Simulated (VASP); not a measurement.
# Ru (P6_3/mmc) in VASP: notebook

The runs below take Ru through relaxation of cell and atoms, with r2SCAN.

All numbers are computed with VASP 6.6.1; they aren't measurements. Logs are shortened: lines on timing, memory, paths and dates and some standing lists are left out, and cuts for length are marked.

**1. The cell of the first run**

Symmetry: P6_3/mmc, No. 194, hexagonal system. The conventional cell has a = 2.706 Å, b = 2.706 Å, c = 4.282 Å, α = 90.00°, β = 90.00°, γ = 120.00°. Ru (site symmetry -6m2) has 12 Ru at 2.65 to 2.71 Å within 3.5 Å.

**2. Relaxation of cell and atoms, r2SCAN**

File POSCAR:

```
Ru
1.0
    2.7058000000      0.0000000000      0.0000000000
   -1.3529000000      2.3432920000      0.0000000000
    0.0000000000      0.0000000000      4.2819000000
Ru
2
Direct
    0.3333333333      0.6666666667      0.2500000000
    0.6666666667      0.3333333333      0.7500000000
```

File INCAR.step1:

```
SYSTEM = Ru
PREC     = Accurate       ! precision mode
ENCUT    = 600            ! plane-wave cutoff, eV
ISMEAR   = -1             ! smearing method
SIGMA    = 0.1            ! smearing width, eV
LREAL    = .False.        ! projectors in reciprocal space
LASPH    = .True.         ! aspherical terms in the spheres
NELM     = 80             ! most SCF steps
GGA      = PE             ! functional
ALGO     = Normal         ! electronic algorithm
EDIFF    = 1E-4           ! SCF threshold, eV
LWAVE    = .True.         ! write WAVECAR
LCHARG   = .False.        ! write CHGCAR
```

File INCAR.step2:

```
SYSTEM = Ru
PREC     = Accurate       ! precision mode
ENCUT    = 600            ! plane-wave cutoff, eV
EDIFF    = 1E-6           ! SCF threshold, eV
ISMEAR   = -1             ! smearing method
SIGMA    = 0.1            ! smearing width, eV
LREAL    = .False.        ! projectors in reciprocal space
LASPH    = .True.         ! aspherical terms in the spheres
NELM     = 80             ! most SCF steps
ALGO     = Normal         ! electronic algorithm
ISIF     = 3              ! what is computed and relaxed
LWAVE    = .False.        ! write WAVECAR
LCHARG   = .False.        ! write CHGCAR
METAGGA  = R2SCAN         ! meta-GGA
LMIXTAU  = .True.       
IBRION   = 2              ! ionic algorithm
NSW      = 80             ! ionic steps
EDIFFG   = -0.05          ! ionic threshold
ISTART   = 1
```

File KPOINTS:

```
regular mesh
0
Gamma
  16 16 9
  0 0 0
```

Potentials or basis: VASP PAW PBE potentials, release 64 (Ru_pv).

Command:

```sh
cat potpaw_PBE.64/Ru_pv/POTCAR > POTCAR
cp INCAR.step1 INCAR
mpirun -np 1 vasp_std > vasp.out
cp INCAR.step2 INCAR
mpirun -np 1 vasp_std > vasp.out
```

OUTCAR:

```text
SYSTEM = Ru
   PREC = Accurate
   ENCUT = 600
   EDIFF = 1E-6
   ISMEAR = -1
   LREAL = .False.
   LASPH = .True.
   NELM = 80
   ISIF = 3
   METAGGA = R2SCAN
   IBRION = 2
   NSW = 80
   EDIFFG = -0.05
   ISTART = 1

 ion  position               nearest neighbor table
   1  0.333  0.667  0.250-   2 2.65   2 2.65   2 2.65   2 2.65   2 2.65   2 2.65
   2  0.667  0.333  0.750-   1 2.65   1 2.65   1 2.65   1 2.65   1 2.65   1 2.65

  LATTYP: Found a hexagonal cell.
 ALAT       =     2.7058000000
 C/A-ratio  =     1.5824894671

  Lattice vectors:

 A1 = (   2.7058000000,   0.0000000000,   0.0000000000)
 A2 = (  -1.3529000000,   2.3432920000,   0.0000000000)
 A3 = (   0.0000000000,   0.0000000000,   4.2819000000)

Analysis of symmetry for initial positions (statically):
=====================================================================
 Subroutine PRICEL returns:
 Original cell was already a primitive cell.

 Routine SETGRP: Setting up the symmetry group for a
 hexagonal supercell.

 Subroutine GETGRP returns: Found 24 space group operations
 (whereof 12 operations were pure point group operations)
 out of a pool of 24 trial point group operations.

The static configuration has the point symmetry D_3d.
 The point group associated with its full space group is D_6h.

Analysis of symmetry for dynamics (positions and initial velocities):
=====================================================================
 Subroutine PRICEL returns:
 Original cell was already a primitive cell.

 Routine SETGRP: Setting up the symmetry group for a
 hexagonal supercell.

 Subroutine GETGRP returns: Found 24 space group operations
 (whereof 12 operations were pure point group operations)
 out of a pool of 24 trial point group operations.

The dynamic configuration has the point symmetry D_3d.
 The point group associated with its full space group is D_6h.

 Subroutine INISYM returns: Found 24 space group operations
 (whereof 12 operations are pure point group operations),
 and found     1 'primitive' translations

----------------------------------------------------------------------------------------

                                     Primitive cell

  volume of cell :      27.1493

  direct lattice vectors                    reciprocal lattice vectors
     2.705800000  0.000000000  0.000000000     0.369576465  0.213375030  0.000000000
    -1.352900000  2.343292000  0.000000000     0.000000000  0.426750059  0.000000000
     0.000000000  0.000000000  4.281900000     0.000000000  0.000000000  0.233541185

  length of vectors
     2.705800000  2.705800400  4.281900000     0.426750122  0.426750059  0.233541185

  position of ions in fractional coordinates (direct lattice)
     0.333333333  0.666666667  0.250000000
     0.666666667  0.333333333  0.750000000

  ion indices of the primitive-cell ions
   primitive index   ion index
                 1           1
                 2           2

----------------------------------------------------------------------------------------

 KPOINTS: regular mesh

Automatic generation of k-mesh.
 Grid dimensions read from file:
 generate k-points for:   16   16    9

 Generating k-lattice:

  Cartesian coordinates                     Fractional coordinates (reciprocal lattice)
     0.023098529  0.013335939  0.000000000     0.062500000  0.000000000  0.000000000
     0.000000000  0.026671879  0.000000000     0.000000000  0.062500000  0.000000000
     0.000000000  0.000000000  0.025949021     0.000000000  0.000000000  0.111111111

  Length of vectors
     0.026671883  0.026671879  0.025949021

  Shift w.r.t. Gamma in fractional coordinates (k-lattice)
     0.000000000  0.000000000  0.000000000

 Subroutine IBZKPT returns following result:
 ===========================================

 Found    150 irreducible k-points:

 Following reciprocal coordinates:
            Coordinates               Weight
  0.000000  0.000000  0.000000      1.000000
  0.062500  0.000000  0.000000      6.000000
  0.125000  0.000000  0.000000      6.000000
  0.187500  0.000000  0.000000      6.000000
  0.250000  0.000000  0.000000      6.000000
  0.312500  0.000000  0.000000      6.000000
[... 16 lines left out ...]
  0.187500  0.187500  0.000000      6.000000
  0.250000  0.187500  0.000000     12.000000
 [... further k-points ...]
   k-points           NKPTS =    150   k-points in BZ     NKDIM =    150   number of bands    NBANDS=     18
   number of dos      NEDOS =    301   number of ions     NIONS =      2
   total plane-waves  NPLWV =  20736
   dimension x,y,z NGX =    24 NGY =   24 NGZ =   36
   dimension x,y,z NGXF=    48 NGYF=   48 NGZF=   72
   ions per type =               2
   NGX,Y,Z   is equivalent  to a cutoff of  14.75, 14.75, 13.98 a.u.
   NGXF,Y,Z  is equivalent  to a cutoff of  29.49, 29.49, 27.95 a.u.
 SYSTEM =  Ru
   PREC   = accura    normal or accurate (medium, high low for compatibility)
   ISTART =      1    job   : 0-new  1-cont  2-samecut
   ICHARG =      0    charge: 1-file 2-atom 10-const
   ISPIN  =      1    spin polarized calculation?
   LNONCOLLINEAR =      F non collinear calculations
   LSORBIT =      F    spin-orbit coupling
   LASPH  =      T    aspherical Exc in radial PAW
   ENCUT  =  600.0 eV  44.10 Ry    6.64 a.u.   5.40  5.40  8.55*2*pi/ulx,y,z
   NELM   =     80;   NELMIN=  2; NELMDL=  0     # of ELM steps
   EDIFF  = 0.1E-05   stopping-criterion for ELM
   LREAL  =      F    real-space projection
   EDIFFG = -.5E-01   stopping-criterion for IOM
   NSW    =     80    number of steps for IOM
   IBRION =      2    ionic relax: 0-MD 1-quasi-New 2-CG
   NFREE  =      1    steps in history (QN), initial steepest desc. (CG)
   ISIF   =      3    stress and relaxation
   ISYM   =      2    0-nonsym 1-usesym 2-fastsym
   POTIM  = 0.5000    time-step for ionic-motion
   TEBEG  =    0.0;   TEEND  =   0.0 temperature during run
   PSTRESS=    0.0 pullay stress
   NELECT =      28.0000    total number of electrons
   NUPDOWN=      -1.0000    fix difference up-down
   EMIN   =  10.00;   EMAX   =-10.00  energy-range for DOS
   EFERMI =   0.00;   METHOD = LEGACY
   ISMEAR =    -1;   SIGMA  =   0.10  broadening in eV -4-tet -1-fermi 0-gaus
   EFERMI_NEDOS =   21; number of points for ismear=-14 and -15
   IALGO  =     38    algorithm
   IMIX   =      4    mixing-type and parameters
     AMIX     =   0.40;   BMIX     =  1.00
     AMIX_MAG =   1.60;   BMIX_MAG =  1.00
  volume/ion in A,a.u.               =      13.57        91.61
  Fermi-wavevector in a.u.,A,eV,Ry     =   1.654022  3.125648 37.222669  2.735789
  Thomas-Fermi vector in A             =   2.742361
   LORBIT       =      0    0 simple, 1 ext, 2 COOP (PROOUT), +10 PAW based schemes
   METAGGA = R2SCAN    functional components
   LHFCALC =     F    Hartree Fock is set to
   AEXX    =    0.0000 exact exchange contribution
   IVDW    =     0    specifies the selected vdW correction
   LEPSILON=     F    determine dielectric tensor
   LRPA    =     F    only Hartree local field effects (RPA)
 conjugate gradient relaxation of ions
 non-spin polarized calculation
  energy-cutoff  :      600.00
  volume of cell :       27.15
 maximum number of plane-waves:       935
 NGX is ok and might be reduce to    24
   NGX = 11   NGY = 11   NGZ = 17

--------------------------------------- Ionic step        1  -------------------------------------------

 number of electron      28.0000002 magnetization

 Free energy of the ion-electron system (eV)
  ---------------------------------------------------
  ext. energy  EPLUGINS =         0.00000000
  ---------------------------------------------------
  free energy    TOTEN  =       -50.88028716 eV

  energy without entropy =      -50.83048063  energy(sigma->0) =      -50.85538389

------------------------ aborting loop because EDIFF is reached ----------------------------------------

  FORCE on cell =-STRESS in cart. coord.  units (eV):
  Direction    XX          YY          ZZ          XY          YZ          ZX
  --------------------------------------------------------------------------------------
  -------------------------------------------------------------------------------------
  Total        0.0563852      0.0563852     -0.3245674     -0.0000000      0.0000000      0.0000000
  in kB        3.3274897      3.3274910    -19.1538820     -0.0000000      0.0000000      0.0000000
  external PRESSURE =      -4.1663004 kB  Pullay stress =       0.0000000 kB
[... 57 lines left out ...]
  energy  without entropy=      -50.8312365350  energy(sigma->0) =      -50.85553176

--------------------------------------- Ionic step        3  -------------------------------------------

 number of electron      28.0000001 magnetization

 Free energy of the ion-electron system (eV)
  ---------------------------------------------------
  ext. energy  EPLUGINS =         0.00000000
  ---------------------------------------------------
  free energy    TOTEN  =       -50.88087810 eV

  energy without entropy =      -50.83162190  energy(sigma->0) =      -50.85625000

 E-fermi :  12.7872     XC(G=0): -15.4259

 val. band max:       12.7849209064   @ k =   0.4375   0.0625   0.3333
 cond. band min:      12.7938051525   @ k =   0.0625   0.0000   0.0000
 fundamental gap:      0.0088842461
 Fermi energy:        12.7872211156

 k-point     1 :       0.0000    0.0000    0.0000
  band No.  band energies     occupation
      1     -32.3311      2.00000
      2     -31.3187      2.00000
      3     -31.3187      2.00000
      4     -31.1307      2.00000
      5     -31.1307      2.00000
      6     -31.0780      2.00000
[... 10 lines left out ...]
     17      14.0050      0.00001
     18      14.1714      0.00000
[... 466 lines left out ...]
      2     -31.9020      2.00000
      3     -31.8280      2.00000
      4     -31.5547      2.00000
      5     -31.3581      2.00000
      6     -31.3264      2.00000
[... 10 lines left out ...]
     17      15.4407      0.00000
     18      21.1735      0.00000

 [... further k-points ...]

------------------------ aborting loop because EDIFF is reached ----------------------------------------

  FORCE on cell =-STRESS in cart. coord.  units (eV):
  Direction    XX          YY          ZZ          XY          YZ          ZX
  --------------------------------------------------------------------------------------
  -------------------------------------------------------------------------------------
  Total        0.0735074      0.0735074      0.0267881      0.0000000     -0.0000000      0.0000000
  in kB        4.3475156      4.3475173      1.5843526      0.0000000     -0.0000000      0.0000000
  external PRESSURE =       3.4264618 kB  Pullay stress =       0.0000000 kB
[... 17 lines left out ...]
  FREE ENERGIE OF THE ION-ELECTRON SYSTEM (eV)
  ---------------------------------------------------
  free  energy   TOTEN  =       -50.8808780969 eV

  energy  without entropy=      -50.8316218986  energy(sigma->0) =      -50.85625000

 reached required accuracy - stopping structural energy minimisation
```

Run time: 5.6 min. Hardware: 1 thread of Intel Xeon 6975P-C (Granite Rapids), shared host; peak memory 0.21 GiB.

What came out:

- Free energy: -50.8809 eV
- Relaxed volume: 13.54 Å³/atom
- Relaxed cell: a = 2.707 Å, b = 2.707 Å, c = 4.267 Å, α = 90.00°, β = 90.00°, γ = 120.00°
- Space group after relaxing (to 0.1 Å): P6_3/mmc (No. 194)
- Energy gained by relaxing: 0.3 meV/atom
- Ionic steps: 3
- Pressure after relaxing: 0.3 GPa
- Band gap on the k mesh: zero (bands 14 and 15 overlap by 3.30 eV)

Step by step:
```tsv
step	energy change (eV)	largest force (eV/Å)	pressure (GPa)	volume (Å³)
1	0.0000	0.0000	-0.42	27.15
2	0.0005	0.0000	1.45	27.01
3	-0.0006	0.0000	0.34	27.09
```

Final structure:
```
Ru
1.0
     2.70739    0.00000    0.00000
    -1.35369    2.34466    0.00000
     0.00000    0.00000    4.26746
Ru
2
Cartesian
  0.0000 1.5631 1.0669
  1.3537 0.7816 3.2006
```

Caveat: the PAW data sets were made with another functional, which shifts forces and pressure a little.

**3. Relaxation of cell and atoms, r2SCAN, target pressure 2 GPa, at which the enthalpy is minimised**

POSCAR is that of step 2.

File INCAR.step1:

```
SYSTEM = Ru
PREC     = Accurate       ! precision mode
ENCUT    = 600            ! plane-wave cutoff, eV
ISMEAR   = -1             ! smearing method
SIGMA    = 0.1            ! smearing width, eV
LREAL    = .FALSE.        ! projectors in reciprocal space
LASPH    = .TRUE.         ! aspherical terms in the spheres
NELM     = 60             ! most SCF steps
GGA      = PE             ! functional
ALGO     = Normal         ! electronic algorithm
EDIFF    = 1E-4           ! SCF threshold, eV
LWAVE    = .TRUE.         ! write WAVECAR
LCHARG   = .FALSE.        ! write CHGCAR
```

File INCAR.step2:

```
SYSTEM = Ru
PREC     = Accurate       ! precision mode
ENCUT    = 600            ! plane-wave cutoff, eV
EDIFF    = 1E-7           ! SCF threshold, eV
ISMEAR   = -1             ! smearing method
SIGMA    = 0.1            ! smearing width, eV
LREAL    = .FALSE.        ! projectors in reciprocal space
LASPH    = .TRUE.         ! aspherical terms in the spheres
NELM     = 60             ! most SCF steps
ALGO     = Normal         ! electronic algorithm
ISIF     = 3              ! what is computed and relaxed
LWAVE    = .FALSE.        ! write WAVECAR
LCHARG   = .FALSE.        ! write CHGCAR
METAGGA  = R2SCAN         ! meta-GGA
LMIXTAU  = .TRUE.       
IBRION   = 2              ! ionic algorithm
NSW      = 80             ! ionic steps
EDIFFG   = -0.05          ! ionic threshold
PSTRESS  = 20.0         
ISTART   = 1
```

File KPOINTS:

```
regular mesh
0
G
  16 16 9
  0 0 0
```

Potentials or basis: VASP PAW PBE potentials, release 64 (Ru_pv).

Command:

```sh
cat potpaw_PBE.64/Ru_pv/POTCAR > POTCAR
cp INCAR.step1 INCAR
mpirun -np 1 vasp_std > vasp.out
cp INCAR.step2 INCAR
mpirun -np 1 vasp_std > vasp.out
```

It took 9.2 min on 1 thread of Intel Xeon 6975P-C (Granite Rapids), shared host; peak memory 0.22 GiB.

Results (log left out):

```yaml
Free_energy: -50.8796 eV
Relaxed_volume: 13.47 Å³/atom
Relaxed_cell: a = 2.701 Å, b = 2.701 Å, c = 4.264 Å, α = 90.00°, β = 90.00°, γ = 120.00°
Space_group_after_relaxing_to_0.1_Å: P6_3/mmc (No. 194)
Energy_change_on_relaxing_the_run_minimises_the_enthalpy: +0.3 meV/atom
Ionic_steps: 3
Pressure_after_relaxing: 2.2 GPa
Band_gap_on_the_k_mesh: zero (bands 14 and 15 overlap by 3.33 eV)
```

Stress tensor (GPa, compression positive):
```
2.50 0.00 0.00
0.00 2.50 0.00
0.00 0.00 1.53
```

Step by step:
| step | energy change (eV) | largest force (eV/Å) | pressure (GPa) | volume (Å³) |
| --- | --- | --- | --- | --- |
| 1 | 0.0000 | 0.0000 | -0.45 | 27.15 |
| 2 | 0.0252 | 0.0000 | 10.62 | 26.34 |
| 3 | 0.0007 | 0.0000 | 2.18 | 26.94 |

Final structure:
```yaml
crystal:
  lattice:
    - [2.70105, 0.00000, 0.00000]
    - [-1.35053, 2.33918, 0.00000]
    - [0.00000, 0.00000, 4.26448]
  atoms:
    - { symbol: Ru, position: [0.33333, 0.66667, 0.25000] }
    - { symbol: Ru, position: [0.66667, 0.33333, 0.75000] }
```

Levels at points of the mesh, in eV from the Fermi level:
| k point | band 12 | band 13 | band 14 | band 15 | band 16 | band 17 |
| --- | --- | --- | --- | --- | --- | --- |
| (0.00, 0.00, 0.00) | -2.04 | -2.04 | -1.51 | -1.51 | 1.23 | 1.23 |
| (0.50, 0.00, 0.00) | -1.91 | -1.60 | 1.47 | 1.91 | 2.00 | 4.26 |

Caveat: the cell is relaxed towards a set pressure, so the run minimises the enthalpy, not the energy; the PAW data sets were made with another functional, which shifts forces and pressure a little.

The gap in the log of VASP goes by the Fermi energy; the results here count the filled bands.